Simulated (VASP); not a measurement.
**Au: single point with PBE**

The system is Au.

```
Au
1.0
     2.95031    0.00000    0.00000
    -1.47515    2.55504    0.00000
     0.00000    0.00000    4.80007
Au
2
Cartesian
  0.0000 1.7034 3.6001
  1.4752 0.8517 1.2000
```

This isn't the form of Au at room conditions, which is fcc.

```
Program             : VASP 6.6.1
Task                : single point
Functional          : PBE
Potentials or basis : VASP PAW PBE potentials, release 64 (Au)
Cutoff              : 500 eV
k mesh              : 8 × 8 × 4
Occupations         : gaussian, width 0.05 eV
Spin                : no spin polarisation
```

| Property | Result |
| --- | --- |
| Pressure | -0.3 GPa |
| Band gap on the k mesh | zero (bands 11 and 12 overlap by 5.74 eV) |

Stress tensor (GPa, compression positive):
```
-0.23  0.00  0.00
 0.00 -0.23  0.00
 0.00  0.00 -0.52
```

Levels at points of the mesh, in eV from the Fermi level:
```csv
k point,band 8,band 9,band 10,band 11,band 12,band 13,band 14,band 15
"(0.00, 0.00, 0.00)",-3.39,-3.39,-2.01,-2.01,-0.53,2.90,14.55,16.32
"(0.50, 0.00, 0.00)",-1.83,-1.73,-1.63,0.39,1.39,5.94,7.23,7.37
"(0.00, 0.00, 0.50)",-4.22,-2.43,-2.43,-2.43,-2.43,11.05,11.05,14.81
"(0.50, 0.00, 0.50)",-2.19,-1.71,-1.71,0.67,0.67,3.71,3.71,13.20
```

Wall time 18 s on 1 thread of Intel Xeon 8259CL, with other jobs on the host, peak memory 0.13 GiB.

Caveat: spin-orbit coupling is left out, which moves the levels of the heavy elements.
